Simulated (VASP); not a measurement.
A run of VASP 6.6.1:

The input INCAR:

```
SYSTEM = HfO2
  PREC = Accurate
  ENCUT = 520
  EDIFF = 1E-6
  ISMEAR = -1
  SIGMA = 0.05
  LREAL = .FALSE.
  LASPH = .TRUE.
  NELM = 80
  ALGO = Normal
  ISIF = 2
  LWAVE = .FALSE.
  LCHARG = .FALSE.
  NBANDS = 31
```

Contents of KPOINTS:

```
Automatic mesh
0
G
  8 8 5
  0 0 0
```

The input POSCAR:

```
HfO2
1.0
    3.6278021313      0.0000000000      0.0000000000
    0.0000000000      3.6278021313      0.0000000000
    0.0000000000      0.0000000000      5.2732960055
Hf O
2 4
Direct
    0.0000000000      0.0000000000      0.0000000000
    0.5000000000      0.5000000000      0.5000000000
    0.0000000000      0.5000000000      0.1972078800
    0.5000000000      0.0000000000      0.3027921200
    0.5000000000      0.0000000000      0.8027921200
    0.0000000000      0.5000000000      0.6972078800
```

Potentials or basis: VASP PAW LDA potentials, release 64 (Hf_pv, O).

Launch:

```bash
$ cat potpaw_LDA.64/Hf_pv/POTCAR potpaw_LDA.64/O/POTCAR > POTCAR
$ mpirun -np 1 vasp_std > vasp.out
```

Hardware: 1 thread of Intel(R) Xeon(R) Platinum 8259CL CPU @ 2.50GHz (Skylake/Cascade Lake), with other jobs on the host.

Problem. How long does it take, and how much memory?

Solution. Wall time 61 s on 1 thread of Intel(R) Xeon(R) Platinum 8259CL CPU @ 2.50GHz (Skylake/Cascade Lake), with other jobs on the host, peak memory 0.21 GiB. Counts: scf iterations 13, k points 45.
